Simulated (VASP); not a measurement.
# MgS (Fm-3m) in VASP: elastic constants with PBE

Aim: the elastic constants of MgS with PBE.

All numbers are computed with VASP 6.6.1; they aren't measurements. Logs are shortened: lines on timing, memory, paths and dates and some standing lists are left out, and cuts for length are marked.

## 1. The cell of the first run

It takes space group Fm-3m (No. 225, cubic). The conventional cell has a = 5.230 Å, b = 5.230 Å, c = 5.230 Å, α = 90.00°, β = 90.00°, γ = 90.00°. Within 3.4 Å of Mg (site symmetry m-3m) lie 6 S at 2.61 Å. S (site symmetry m-3m) has 6 Mg at 2.61 Å within 3.4 Å.

## 2. Elastic constants, PBE

The input, INCAR:

```
SYSTEM = MgS
PREC = Accurate
ENCUT = 600
EDIFF = 1E-8
ISMEAR = 0
SIGMA = 0.01
LREAL = .FALSE.
LASPH = .TRUE.
NELM = 60
ALGO = Normal
ISIF = 3
LWAVE = .FALSE.
LCHARG = .FALSE.
GGA = PE
IBRION = 6
NFREE = 2
POTIM = 0.015
NSW = 1
```

The input, KPOINTS:

```
regular mesh
0
G
  8 8 8
  0 0 0
```

The input, POSCAR:

```
MgS
1.0
    0.0000000000      2.6148576661      2.6148576661
    2.6148576661      0.0000000000      2.6148576661
    2.6148576661      2.6148576661      0.0000000000
Mg S
1 1
Direct
    0.0000000000      0.0000000000      0.0000000000
    0.5000000000      0.5000000000      0.5000000000
```

Potentials or basis: VASP PAW PBE potentials, release 64 (Mg, S).

Started as:

```
> cat potpaw_PBE.64/Mg/POTCAR potpaw_PBE.64/S/POTCAR > POTCAR
> mpirun -np 1 vasp_std > vasp.out
```

OUTCAR:

```text
SYSTEM = MgS
   PREC = Accurate
   ENCUT = 600
   EDIFF = 1E-8
   ISMEAR = 0
   LREAL = .FALSE.
   LASPH = .TRUE.
   NELM = 60
   ISIF = 3
   GGA = PE
   IBRION = 6
   NFREE = 2
   POTIM = 0.015
   NSW = 1

 ion  position               nearest neighbor table
   1  0.000  0.000  0.000-   2 2.61   2 2.61   2 2.61   2 2.61   2 2.61   2 2.61
   2  0.500  0.500  0.500-   1 2.61   1 2.61   1 2.61   1 2.61   1 2.61   1 2.61

  LATTYP: Found a face centered cubic cell.
 ALAT       =     5.2297153322

  Lattice vectors:

 A1 = (   0.0000000000,   2.6148576661,   2.6148576661)
 A2 = (   2.6148576661,   0.0000000000,   2.6148576661)
 A3 = (   2.6148576661,   2.6148576661,   0.0000000000)

Analysis of symmetry for initial positions (statically):
=====================================================================
 Subroutine PRICEL returns:
 Original cell was already a primitive cell.

 Routine SETGRP: Setting up the symmetry group for a
 face centered cubic supercell.

 Subroutine GETGRP returns: Found 48 space group operations
 (whereof 48 operations were pure point group operations)
 out of a pool of 48 trial point group operations.

The static configuration has the point symmetry O_h .

Analysis of symmetry for dynamics (positions and initial velocities):
=====================================================================
 Subroutine PRICEL returns:
 Original cell was already a primitive cell.

 Routine SETGRP: Setting up the symmetry group for a
 face centered cubic supercell.

 Subroutine GETGRP returns: Found 48 space group operations
 (whereof 48 operations were pure point group operations)
 out of a pool of 48 trial point group operations.

The dynamic configuration has the point symmetry O_h .

 Subroutine INISYM returns: Found 48 space group operations
 (whereof 48 operations are pure point group operations),
 and found     1 'primitive' translations

----------------------------------------------------------------------------------------

                                     Primitive cell

  volume of cell :      35.7581

  direct lattice vectors                    reciprocal lattice vectors
     0.000000000  2.614857666  2.614857666    -0.191214997  0.191214997  0.191214997
     2.614857666  0.000000000  2.614857666     0.191214997 -0.191214997  0.191214997
     2.614857666  2.614857666  0.000000000     0.191214997  0.191214997 -0.191214997

  length of vectors
     3.697967175  3.697967175  3.697967175     0.331194089  0.331194089  0.331194089

  position of ions in fractional coordinates (direct lattice)
     0.000000000  0.000000000  0.000000000
     0.500000000  0.500000000  0.500000000

  ion indices of the primitive-cell ions
   primitive index   ion index
                 1           1
                 2           2

----------------------------------------------------------------------------------------

 KPOINTS: regular mesh

Automatic generation of k-mesh.
 Grid dimensions read from file:
 generate k-points for:    8    8    8

 Generating k-lattice:

  Cartesian coordinates                     Fractional coordinates (reciprocal lattice)
[... 108 lines left out ...]
  free energy    TOTEN  =        -8.50327450 eV

  energy without entropy =       -8.50327450  energy(sigma->0) =       -8.50327450

------------------------ aborting loop because EDIFF is reached ----------------------------------------

  FORCE on cell =-STRESS in cart. coord.  units (eV):
  Direction    XX          YY          ZZ          XY          YZ          ZX
  --------------------------------------------------------------------------------------
  -------------------------------------------------------------------------------------
  Total       -0.0595274     -0.0595274     -0.0595274      0.0000000     -0.0000000      0.0000000
  in kB       -2.6671875     -2.6671875     -2.6671875      0.0000000     -0.0000000      0.0000000
  external PRESSURE =      -2.6671875 kB  Pullay stress =       0.0000000 kB
[... 89 lines left out ...]
  FREE ENERGIE OF THE ION-ELECTRON SYSTEM (eV)
  ---------------------------------------------------
  free  energy   TOTEN  =        -8.5004874859 eV

  energy  without entropy=       -8.5004874859  energy(sigma->0) =       -8.50048749

[... ionic steps 4 to 14 ...]

--------------------------------------- Ionic step       15  -------------------------------------------

 number of electron       7.9999999 magnetization

------------------------ aborting loop because EDIFF is reached ----------------------------------------
[... 67 lines left out ...]
--------------------------------------- Ionic step       17  -------------------------------------------

 number of electron       7.9999999 magnetization

 Free energy of the ion-electron system (eV)
  ---------------------------------------------------
  ext. energy  EPLUGINS =         0.00000000
  ---------------------------------------------------
  free energy    TOTEN  =        -8.50298865 eV

  energy without entropy =       -8.50298865  energy(sigma->0) =       -8.50298865

 E-fermi :   3.6995     XC(G=0):  -9.6256

 val. band max:        3.5905797049   @ k =   0.0000   0.0000   0.0000
 cond. band min:       6.3329891701   @ k =   0.5000   0.5000   0.0000
 fundamental gap:      2.7424094652
 Fermi energy:         3.6994770818

 k-point     1 :       0.0000    0.0000    0.0000
  band No.  band energies     occupation
      1      -8.9905      2.00000
      2       3.5902      2.00000
      3       3.5906      2.00000
      4       3.5906      2.00000
      5       7.1821      0.00000
      6      11.5540      0.00000
      7      11.5540      0.00000
      8      11.5544      0.00000
[... 243 lines left out ...]
 k-point    24 :      -0.3750    0.2500    0.1250
  band No.  band energies     occupation
      1      -7.5341      2.00000
      2      -0.6379      2.00000
      3       1.5012      2.00000
      4       2.4693      2.00000
      5       9.1234      0.00000
      6       9.6681      0.00000
      7      11.9596      0.00000
      8      12.9357      0.00000

 [... further k-points ...]

------------------------ aborting loop because EDIFF is reached ----------------------------------------

  FORCE on cell =-STRESS in cart. coord.  units (eV):
  Direction    XX          YY          ZZ          XY          YZ          ZX
  --------------------------------------------------------------------------------------
  -------------------------------------------------------------------------------------
  Total       -0.0538301     -0.0597096     -0.0597096      0.0000000      0.0000000      0.0000000
  in kB       -2.4119146     -2.6753487     -2.6753487      0.0000000      0.0000000      0.0000000
  external PRESSURE =      -2.5875374 kB  Pullay stress =       0.0000000 kB
[... 17 lines left out ...]
  FREE ENERGIE OF THE ION-ELECTRON SYSTEM (eV)
  ---------------------------------------------------
  free  energy   TOTEN  =        -8.5029886487 eV

  energy  without entropy=       -8.5029886487  energy(sigma->0) =       -8.50298865

 INTERNAL STRAIN TENSORS FROM STRAINED CELLS
 ============================================

 INTERNAL STRAIN TENSOR FOR ION    1 for displacements in x,y,z  (eV/Angst):
          X           Y           Z          XY          YZ          ZX
  --------------------------------------------------------------------------------
  x    -0.00000    -0.00000     0.00000     0.00000     0.00000     0.00000
  y    -0.00000     0.00000    -0.00000    -0.00000    -0.00000    -0.00000
  z     0.00000    -0.00000    -0.00000    -0.00000    -0.00000    -0.00000

 INTERNAL STRAIN TENSORS FROM DISPLACED ATOMS
 ============================================

 INTERNAL STRAIN TENSOR FOR ION    1 for displacements in x,y,z  (eV/Angst):
          X           Y           Z          XY          YZ          ZX
  --------------------------------------------------------------------------------
  x     0.00000     0.00000     0.00000     0.00000     0.00000     0.00000
  y     0.00000     0.00000     0.00000     0.00000     0.00000     0.00000
  z     0.00000     0.00000     0.00000     0.00000     0.00000     0.00000

 INTERNAL STRAIN TENSOR FOR ION    2 for displacements in x,y,z  (eV/Angst):
          X           Y           Z          XY          YZ          ZX
  --------------------------------------------------------------------------------
  x     0.00000     0.00000     0.00000     0.00000     0.00000     0.00000
  y     0.00000     0.00000     0.00000     0.00000     0.00000     0.00000
  z     0.00000     0.00000     0.00000     0.00000     0.00000     0.00000

 Eigenvectors and eigenvalues of the dynamical matrix
 ----------------------------------------------------

   1 f  =    6.711081 THz    42.166964 2PiTHz  223.857559 cm-1    27.754787 meV
             X         Y         Z           dx          dy          dz
      0.000000  0.000000  0.000000     0.000000   -0.754388    0.000000
      2.614858  2.614858  2.614858    -0.000000    0.656429   -0.000000
[... 21 lines left out ...]
   6 f/i=    0.001776 THz     0.011158 2PiTHz    0.059238 cm-1     0.007345 meV
             X         Y         Z           dx          dy          dz
      0.000000  0.000000  0.000000     0.644335   -0.122537   -0.026776
      2.614858  2.614858  2.614858     0.740488   -0.140823   -0.030771

--------------------------------------------------------------------------------------------------------

 ELASTIC MODULI CONTR FROM IONIC RELAXATION (kBar)
 Direction    XX          YY          ZZ          XY          YZ          ZX
 --------------------------------------------------------------------------------
 XX           0.0000      0.0000      0.0000      0.0000      0.0000      0.0000
 YY           0.0000      0.0000      0.0000      0.0000      0.0000      0.0000
 ZZ           0.0000      0.0000      0.0000      0.0000      0.0000      0.0000
 XY           0.0000      0.0000      0.0000      0.0000      0.0000      0.0000
 YZ           0.0000      0.0000      0.0000      0.0000      0.0000      0.0000
 ZX           0.0000      0.0000      0.0000      0.0000      0.0000      0.0000
 --------------------------------------------------------------------------------

 TOTAL ELASTIC MODULI (kBar)
 Direction    XX          YY          ZZ          XY          YZ          ZX
 --------------------------------------------------------------------------------
 XX        1387.0513    417.8130    417.8130      0.0000      0.0000      0.0000
 YY         417.8130   1387.0513    417.8130     -0.0000      0.0000     -0.0000
 ZZ         417.8130    417.8130   1387.0513     -0.0000      0.0000     -0.0000
 XY           0.0000     -0.0000     -0.0000    541.0497      0.0000      0.0000
 YZ           0.0000      0.0000      0.0000      0.0000    541.0497      0.0000
 ZX           0.0000     -0.0000     -0.0000      0.0000      0.0000    541.0497
 --------------------------------------------------------------------------------
```

It took 2.9 min on 1 thread of Intel Xeon 6975P-C (Granite Rapids), shared host; peak memory 0.26 GiB.

Results:

```yaml
Elastic_constants_C11_C12_C44: 139, 42, 54 GPa
Voigt_bulk_modulus: 74 GPa
Highest_phonon_frequency_at_Γ_LO-TO_splitting_left_out: 224 cm⁻¹
```

Phonon frequencies in cm⁻¹ (negative: imaginary):
| q point | frequencies |
| --- | --- |
| (0.000, 0.000, 0.000) | 0 0 0 224 224 224 |

Elastic tensor in Voigt notation (GPa, in the Cartesian axes of the cell as first typed):
```
139  42  42   0   0   0
 42 139  42   0   0   0
 42  42 139   0   0   0
  0   0   0  54   0   0
  0   0   0   0  54   0
  0   0   0   0   0  54
```

Clamped-ion elastic tensor (GPa):
```
139  42  42   0   0   0
 42 139  42   0   0   0
 42  42 139   0   0   0
  0   0   0  54   0   0
  0   0   0   0  54   0
  0   0   0   0   0  54
```
